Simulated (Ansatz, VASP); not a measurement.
## One calculation of AlN, two programs

File INCAR:

```
SYSTEM = AlN
PREC = Accurate
ENCUT = 520
EDIFF = 1E-8
ISMEAR = -1
SIGMA = 0.02
LREAL = .FALSE.
LASPH = .TRUE.
NELM = 80
ALGO = Normal
ISIF = 2
LWAVE = .FALSE.
LCHARG = .FALSE.
GGA = PE
LEFG = .TRUE.
NBANDS = 16
```

KPOINTS

```
Automatic mesh
0
G
  11 11 6
  0 0 0
```

File POSCAR:

```
AlN
1.0
    3.1213377828      0.0000000000      0.0000000000
   -1.5606688914      2.7031578137      0.0000000000
    0.0000000000      0.0000000000      4.9945383275
Al N
2 2
Direct
    0.3333333333      0.6666666667      0.0000000000
    0.6666666667      0.3333333333      0.5000000000
    0.3333333333      0.6666666667      0.3850000000
    0.6666666667      0.3333333333      0.8850000000
```

Input for Ansatz:

```yaml
crystal:
  lattice:
    - [3.1213377828, 0.0, 0.0]
    - [-1.5606688914, 2.7031578137, 0.0]
    - [0.0, 0.0, 4.9945383275]
  atoms:
    - { symbol: Al, position: [0.3333333333, 0.6666666667, 0.0] }
    - { symbol: Al, position: [0.6666666667, 0.3333333333, 0.5] }
    - { symbol: "N", position: [0.3333333333, 0.6666666667, 0.385] }
    - { symbol: "N", position: [0.6666666667, 0.3333333333, 0.885] }
kpoints:
  mp_grid: { grid: [11, 11, 6] }
scf:
  occupations: { method: fermi_dirac, width: 0.02 }
hamiltonian:
  xc: pbe
  pseudopotentials: { kind: all_electron, datasets: crystal }
output:
  forces: true
  stress: true
  eigenvalues: true
  efg: { contact_densities: true }
```

Change from the starting cell: volume scaled by 1.01, crystal datasets.

Alike in both runs: task electric field gradients; functional PBE; k mesh 11 × 11 × 6; occupations fermi-dirac, width 0.02 eV; no spin polarisation.

|  | VASP | Ansatz |
| --- | --- | --- |
| version | VASP 6.6.1 | Ansatz 0.2.0 |
| potentials or method | VASP PAW PBE potentials, release 64 (Al, N), cutoff 520 eV | all-electron PAW with datasets made for the crystal, scalar-relativistic |

VASP gave:

* gap on the k mesh at the Fermi level (eV): 4.08
* pressure (GPa): 1.7
* traceless stress, the component that is largest in VASP (GPa): -1.03
* rms of the force components (eV/Å): 0.104
* size of Vzz on the site where it differs most (V/Å²): 0.5

Question: What did Ansatz give for the same quantities?

Answer: gap on the k mesh at the Fermi level (eV): 4.07; pressure (GPa): 1.9; traceless stress, the component that is largest in VASP (GPa): -1.06; rms of the force components (eV/Å): 0.104; size of Vzz on the site where it differs most (V/Å²): 0.3.

Atom by atom the forces differ by 0.000 eV/Å (rms over components). Ansatz ran all-electron here, and VASP with PAW potentials.
